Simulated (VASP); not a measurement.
## MnPt2: single point with BLYP

MnPt2:

```
Pt Mn
1.0
     2.85840    0.00000    0.00000
    -1.42920    2.47545    0.00000
     0.00000    0.00000    6.53250
Pt Mn
2 1
Direct
  0.66667 0.33333 0.31621
  0.33333 0.66667 0.68379
  0.00000 0.00000 0.00000
```

- Program: VASP 6.6.1
- Task: single point
- Functional: BLYP
- Potentials or basis: VASP PAW PBE potentials, release 64 (Pt, Mn_pv)
- Cutoff: 520 eV
- k mesh: 11 × 11 × 4
- Occupations: fermi-dirac, width 0.05 eV
- Spin: collinear spin, ferromagnetic start
- Starting moments: [0.0, 0.0, 4.0] μB
- Dipole correction: no
- Further INCAR settings: ALGO = Normal; EDIFF = 1e-07; NBANDS = 28

```json
{"Pressure": "10.2 GPa", "Largest force": "0.175 eV/Å", "Net moment": "4.42 μB per cell", "Site moments": "Pt +0.29; Mn +3.67 μB", "Valence electrons inside the program's atomic spheres": "Pt 9.28; Mn 11.61"}
```

Forces in eV/Å, atoms in the order of the input:
```
Pt   0.000  0.000 -0.175
Pt   0.000  0.000  0.175
Mn   0.000  0.000  0.000
```

Stress tensor (GPa, compression positive):
```
 9.76  0.00  0.00
 0.00  9.76  0.00
 0.00  0.00 11.10
```

Levels at points of the mesh, in eV from the Fermi level:
Spin up:
```tsv
k point	band 17	band 18	band 19	band 20	band 21	band 22
(0.00, 0.00, 0.00)	-1.52	-1.08	-1.08	-0.76	-0.76	10.28
(0.00, 0.00, 0.50)	-1.68	-1.68	-0.10	-0.10	0.56	6.18
```
Spin down:
```
           k point  band 11  band 12  band 13  band 14  band 15  band 16  band 17  band 18  band 19  band 20
(0.00, 0.00, 0.00)    -2.62    -2.30    -1.90    -1.90    -0.92    -0.92     0.63     1.19     1.19     2.05
(0.00, 0.00, 0.50)    -3.06    -1.60    -1.60    -1.46    -1.46     0.19     0.74     1.25     1.25     2.22
```

It took 3 min on 1 thread of AMD EPYC 7R43 64-Core Processor (Zen 3), on a shared host, peak memory 0.24 GiB.

Caveat: the cell stands under pressure; the PAW data sets were made with another functional, which shifts forces and pressure a little; spin-orbit coupling is left out, which moves the levels of the heavy elements.
